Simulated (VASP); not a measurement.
# LiH (Fm-3m) in VASP: further runs

LiH is run at these levels: PBE; tasks: single point.

All numbers are computed with VASP 6.6.1; they aren't measurements. Logs are shortened: lines on timing, memory, paths and dates and some standing lists are left out, and cuts for length are marked.

### 1 The cell of the first run

The structure is cubic, space group Fm-3m (No. 225). The conventional cell has a = 4.074 Å, b = 4.074 Å, c = 4.074 Å, α = 90.00°, β = 90.00°, γ = 90.00°. Li (site symmetry m-3m) has 6 H at 2.04 Å within 2.7 Å. Within 2.7 Å of H (site symmetry m-3m) lie 6 Li at 2.04 Å.

### 2 Single point, PBE

The input, INCAR:

```
SYSTEM = LiH
PREC = Accurate
ENCUT = 750
EDIFF = 1E-6
ISMEAR = 0
SIGMA = 0.02
LREAL = .False.
LASPH = .True.
NELM = 120
ALGO = Normal
ISIF = 2
LWAVE = .False.
LCHARG = .False.
GGA = PE
NBANDS = 9
GGA_COMPAT = .False.
```

The input, KPOINTS:

```
Automatic mesh
0
Gamma
  4 4 4
  0 0 0
```

The input, POSCAR:

```
LiH
1.0
    0.0000000000      2.0367500000      2.0367500000
    2.0367500000      0.0000000000      2.0367500000
    2.0367500000      2.0367500000      0.0000000000
Li H
1 1
Direct
    0.0000000000      0.0000000000      0.0000000000
    0.5000000000      0.5000000000      0.5000000000
```

Potentials or basis: VASP PAW PBE potentials, release 64 (Li_sv, H).

On the command line:

```sh
> cat potpaw_PBE.64/Li_sv/POTCAR potpaw_PBE.64/H/POTCAR > POTCAR
> mpirun -np 1 vasp_std > vasp.out
```

OUTCAR:

```text
SYSTEM = LiH
   PREC = Accurate
   ENCUT = 750
   EDIFF = 1E-6
   ISMEAR = 0
   LREAL = .False.
   LASPH = .True.
   NELM = 120
   ISIF = 2
   GGA = PE

 ion  position               nearest neighbor table
   1  0.000  0.000  0.000-
   2  0.500  0.500  0.500-

  LATTYP: Found a face centered cubic cell.
 ALAT       =     4.0735000000

  Lattice vectors:

 A1 = (   0.0000000000,   2.0367500000,   2.0367500000)
 A2 = (   2.0367500000,   0.0000000000,   2.0367500000)
 A3 = (   2.0367500000,   2.0367500000,   0.0000000000)

Analysis of symmetry for initial positions (statically):
=====================================================================
 Subroutine PRICEL returns:
 Original cell was already a primitive cell.

 Routine SETGRP: Setting up the symmetry group for a
 face centered cubic supercell.

 Subroutine GETGRP returns: Found 48 space group operations
 (whereof 48 operations were pure point group operations)
 out of a pool of 48 trial point group operations.

The static configuration has the point symmetry O_h .

Analysis of symmetry for dynamics (positions and initial velocities):
=====================================================================
 Subroutine PRICEL returns:
 Original cell was already a primitive cell.

 Routine SETGRP: Setting up the symmetry group for a
 face centered cubic supercell.

 Subroutine GETGRP returns: Found 48 space group operations
 (whereof 48 operations were pure point group operations)
 out of a pool of 48 trial point group operations.

The dynamic configuration has the point symmetry O_h .

 Subroutine INISYM returns: Found 48 space group operations
 (whereof 48 operations are pure point group operations),
 and found     1 'primitive' translations

----------------------------------------------------------------------------------------

                                     Primitive cell

  volume of cell :      16.8983

  direct lattice vectors                    reciprocal lattice vectors
     0.000000000  2.036750000  2.036750000    -0.245489137  0.245489137  0.245489137
     2.036750000  0.000000000  2.036750000     0.245489137 -0.245489137  0.245489137
     2.036750000  2.036750000  0.000000000     0.245489137  0.245489137 -0.245489137

  length of vectors
     2.880399473  2.880399473  2.880399473     0.425199658  0.425199658  0.425199658

  position of ions in fractional coordinates (direct lattice)
     0.000000000  0.000000000  0.000000000
     0.500000000  0.500000000  0.500000000

  ion indices of the primitive-cell ions
   primitive index   ion index
                 1           1
                 2           2

----------------------------------------------------------------------------------------

 KPOINTS: Automatic mesh

Automatic generation of k-mesh.
 Grid dimensions read from file:
 generate k-points for:    4    4    4

 Generating k-lattice:

  Cartesian coordinates                     Fractional coordinates (reciprocal lattice)
    -0.061372284  0.061372284  0.061372284     0.250000000  0.000000000  0.000000000
     0.061372284 -0.061372284  0.061372284     0.000000000  0.250000000  0.000000000
     0.061372284  0.061372284 -0.061372284     0.000000000  0.000000000  0.250000000

  Length of vectors
     0.106299915  0.106299915  0.106299915

  Shift w.r.t. Gamma in fractional coordinates (k-lattice)
     0.000000000  0.000000000  0.000000000

 Subroutine IBZKPT returns following result:
 ===========================================

 Found      8 irreducible k-points:

 Following reciprocal coordinates:
            Coordinates               Weight
  0.000000  0.000000  0.000000      1.000000
  0.250000  0.000000  0.000000      8.000000
  0.500000  0.000000  0.000000      4.000000
  0.250000  0.250000  0.000000      6.000000
  0.500000  0.250000  0.000000     24.000000
 -0.250000  0.250000  0.000000     12.000000
  0.500000  0.500000  0.000000      3.000000
 -0.250000  0.500000  0.250000      6.000000
   k-points           NKPTS =      8   k-points in BZ     NKDIM =      8   number of bands    NBANDS=      9
   number of dos      NEDOS =    301   number of ions     NIONS =      2
   total plane-waves  NPLWV =  21952
   dimension x,y,z NGX =    28 NGY =   28 NGZ =   28
   dimension x,y,z NGXF=    56 NGYF=   56 NGZF=   56
   ions per type =               1   1
   NGX,Y,Z   is equivalent  to a cutoff of  16.16, 16.16, 16.16 a.u.
   NGXF,Y,Z  is equivalent  to a cutoff of  32.32, 32.32, 32.32 a.u.
 SYSTEM =  LiH
   PREC   = accura    normal or accurate (medium, high low for compatibility)
   ISTART =      0    job   : 0-new  1-cont  2-samecut
   ICHARG =      2    charge: 1-file 2-atom 10-const
   ISPIN  =      1    spin polarized calculation?
   LNONCOLLINEAR =      F non collinear calculations
   LSORBIT =      F    spin-orbit coupling
   LASPH  =      T    aspherical Exc in radial PAW
   ENCUT  =  750.0 eV  55.12 Ry    7.42 a.u.   6.43  6.43  6.43*2*pi/ulx,y,z
   NELM   =    120;   NELMIN=  2; NELMDL= -5     # of ELM steps
   EDIFF  = 0.1E-05   stopping-criterion for ELM
   LREAL  =      F    real-space projection
   EDIFFG = 0.1E-04   stopping-criterion for IOM
   NSW    =      0    number of steps for IOM
   IBRION =     -1    ionic relax: 0-MD 1-quasi-New 2-CG
   NFREE  =      0    steps in history (QN), initial steepest desc. (CG)
   ISIF   =      2    stress and relaxation
   ISYM   =      2    0-nonsym 1-usesym 2-fastsym
   POTIM  = 0.5000    time-step for ionic-motion
   TEBEG  =    0.0;   TEEND  =   0.0 temperature during run
   PSTRESS=    0.0 pullay stress
   NELECT =       4.0000    total number of electrons
   NUPDOWN=      -1.0000    fix difference up-down
   EMIN   =  10.00;   EMAX   =-10.00  energy-range for DOS
   EFERMI =   0.00;   METHOD = LEGACY
   ISMEAR =     0;   SIGMA  =   0.02  broadening in eV -4-tet -1-fermi 0-gaus
   EFERMI_NEDOS =   21; number of points for ismear=-14 and -15
   IALGO  =     38    algorithm
   IMIX   =      4    mixing-type and parameters
     AMIX     =   0.40;   BMIX     =  1.00
     AMIX_MAG =   1.60;   BMIX_MAG =  1.00
  volume/ion in A,a.u.               =       8.45        57.02
  Fermi-wavevector in a.u.,A,eV,Ry     =   1.012699  1.913724 13.953585  1.025560
  Thomas-Fermi vector in A             =   2.145824
   LORBIT       =      0    0 simple, 1 ext, 2 COOP (PROOUT), +10 PAW based schemes
   GGA     = PE    functional components
   LHFCALC =     F    Hartree Fock is set to
   AEXX    =    0.0000 exact exchange contribution
   IVDW    =     0    specifies the selected vdW correction
   LEPSILON=     F    determine dielectric tensor
   LRPA    =     F    only Hartree local field effects (RPA)
 non-spin polarized calculation
 Gauss-broadening in eV      SIGMA  =   0.02
  energy-cutoff  :      750.00
  volume of cell :       16.90
 maximum number of plane-waves:       817
 NGX is ok and might be reduce to    28
   NGX = 13   NGY = 13   NGZ = 13

 number of electron       3.9999999 magnetization

 Free energy of the ion-electron system (eV)
  ---------------------------------------------------
  ext. energy  EPLUGINS =         0.00000000
  ---------------------------------------------------
  free energy    TOTEN  =        -6.10966621 eV

  energy without entropy =       -6.10966621  energy(sigma->0) =       -6.10966621

 E-fermi :   0.0846     XC(G=0):  -8.3524

 val. band max:       -0.1152335092   @ k =   0.5000   0.5000   0.0000
 cond. band min:       2.8887826889   @ k =   0.5000   0.5000   0.0000
 fundamental gap:      3.0040161981
 Fermi energy:         0.0846013475

 k-point     1 :       0.0000    0.0000    0.0000
  band No.  band energies     occupation
      1     -44.4712      2.00000
      2      -5.3780      2.00000
      3      15.3587      0.00000
      4      17.2757      0.00000
      5      17.2757      0.00000
      6      17.2757      0.00000
      7      21.9092      0.00000
      8      21.9092      0.00000
      9      21.9092      0.00000

 k-point     2 :       0.2500    0.0000    0.0000
  band No.  band energies     occupation
      1     -44.4522      2.00000
      2      -4.3298      2.00000
      3       9.3361      0.00000
      4      14.4800      0.00000
      5      16.0819      0.00000
      6      16.0819      0.00000
      7      21.4513      0.00000
      8      21.4513      0.00000
      9      22.8165      0.00000

 k-point     3 :       0.5000    0.0000    0.0000
  band No.  band energies     occupation
      1     -44.4329      2.00000
      2      -2.6101      2.00000
      3       4.6714      0.00000
      4      13.1357      0.00000
      5      15.9380      0.00000
      6      15.9380      0.00000
      7      18.4794      0.00000
      8      18.4794      0.00000
      9      26.3089      0.00000

 k-point     4 :       0.2500    0.2500    0.0000
  band No.  band energies     occupation
      1     -44.4461      2.00000
      2      -3.8772      2.00000
      3      10.0056      0.00000
      4      12.5996      0.00000
      5      12.5996      0.00000
      6      15.8200      0.00000
      7      17.0156      0.00000
      8      25.7572      0.00000
      9      28.8652      0.00000

 k-point     5 :       0.5000    0.2500    0.0000
  band No.  band energies     occupation
      1     -44.4271      2.00000
      2      -1.7555      2.00000
      3       5.2286      0.00000
      4       8.6050      0.00000
      5      12.0868      0.00000
      6      15.6224      0.00000
      7      20.8379      0.00000
      8      25.4767      0.00000
      9      27.2053      0.00000

 k-point     6 :      -0.2500    0.2500    0.0000
  band No.  band energies     occupation
      1     -44.4333      2.00000
      2      -2.6688      2.00000
      3       7.3092      0.00000
      4       7.9356      0.00000
      5      14.7544      0.00000
      6      15.2253      0.00000
      7      22.4229      0.00000
      8      24.7250      0.00000
      9      26.0835      0.00000

 k-point     7 :       0.5000    0.5000    0.0000
  band No.  band energies     occupation
      1     -44.4213      2.00000
      2      -0.1152      2.00000
      3       2.8888      0.00000
      4      10.4547      0.00000
      5      10.4547      0.00000
      6      13.5643      0.00000
      7      16.4560      0.00000
      8      33.6170      0.00000
      9      33.6170      0.00000

 k-point     8 :      -0.2500    0.5000    0.2500
  band No.  band energies     occupation
      1     -44.4210      2.00000
      2      -0.3215      2.00000
      3       5.1021      0.00000
      4       5.1021      0.00000
      5      11.2743      0.00000
      6      16.9949      0.00000
      7      23.3576      0.00000
      8      23.3576      0.00000
      9      26.9890      0.00000

------------------------ aborting loop because EDIFF is reached ----------------------------------------

  FORCE on cell =-STRESS in cart. coord.  units (eV):
  Direction    XX          YY          ZZ          XY          YZ          ZX
  --------------------------------------------------------------------------------------
  -------------------------------------------------------------------------------------
  Total       -0.1606026     -0.1606026     -0.1606026     -0.0000000      0.0000000     -0.0000000
  in kB      -15.2271981    -15.2271981    -15.2271981     -0.0000000      0.0000000     -0.0000000
  external PRESSURE =     -15.2271981 kB  Pullay stress =       0.0000000 kB

 VOLUME and BASIS-vectors are now :
 -----------------------------------------------------------------------------
  energy-cutoff  :      750.00
  volume of cell :       16.90
      direct lattice vectors                 reciprocal lattice vectors
     0.000000000  2.036750000  2.036750000    -0.245489137  0.245489137  0.245489137
     2.036750000  0.000000000  2.036750000     0.245489137 -0.245489137  0.245489137
     2.036750000  2.036750000  0.000000000     0.245489137  0.245489137 -0.245489137

 POSITION                                       TOTAL-FORCE (eV/Angst)
 -----------------------------------------------------------------------------------
      0.00000      0.00000      0.00000        -0.000000     -0.000000     -0.000000
      2.03675      2.03675      2.03675         0.000000      0.000000      0.000000
 -----------------------------------------------------------------------------------
    total drift:                                0.000000      0.000000      0.000000

  FREE ENERGIE OF THE ION-ELECTRON SYSTEM (eV)
  ---------------------------------------------------
  free  energy   TOTEN  =        -6.1096662111 eV

  energy  without entropy=       -6.1096662111  energy(sigma->0) =       -6.10966621
```

It took 6.9 s on 1 thread of Intel Xeon 8259CL, shared host; peak memory 0.14 GiB.

Results:

```yaml
Free_energy: -6.1097 eV
Pressure: -1.5 GPa
Band_gap_on_the_k_mesh: 3.00 eV
```

Caveat: the k points lie up to 0.67 Å⁻¹ apart.

### 3 Single point, PBE

The input, INCAR:

```
PREC = Accurate
ENCUT = 750
EDIFF = 1E-6
ISMEAR = 0
SIGMA = 0.02
LREAL = False
LASPH = True
NELM = 120
ALGO = Normal
ISIF = 2
LWAVE = False
LCHARG = False
GGA = PE
NBANDS = 9
GGA_COMPAT = False
```

The input, KPOINTS:

```
Automatic mesh
0
Gamma
  6 6 6
```

POSCAR is that of step 2.

Potentials or basis: VASP PAW PBE potentials, release 64 (Li_sv, H).

On the command line:

```sh
> cat potpaw_PBE.64/Li_sv/POTCAR potpaw_PBE.64/H/POTCAR > POTCAR
> mpirun -np 1 vasp_std > vasp.out
```

It took 7.2 s on 1 thread of Intel Xeon 8259CL, shared host; peak memory 0.15 GiB.

The run converged. Its results:

- Free energy: -6.1214 eV
- Pressure: -1.8 GPa
- Band gap on the k mesh: 3.01 eV

Levels at points of the mesh, in eV from the valence-band top:
```
           k point  band 1  band 2  band 3  band 4  band 5  band 6  band 7
(0.00, 0.00, 0.00)  -44.33   -5.26   15.47   17.40   17.40   17.40   22.03
(0.50, 0.00, 0.00)  -44.29   -2.49    4.80   13.25   16.07   16.07   18.60
(0.50, 0.50, 0.00)  -44.28    0.00    3.01   10.58   10.58   13.69   16.58
```

Caveat: the k points lie up to 0.45 Å⁻¹ apart.
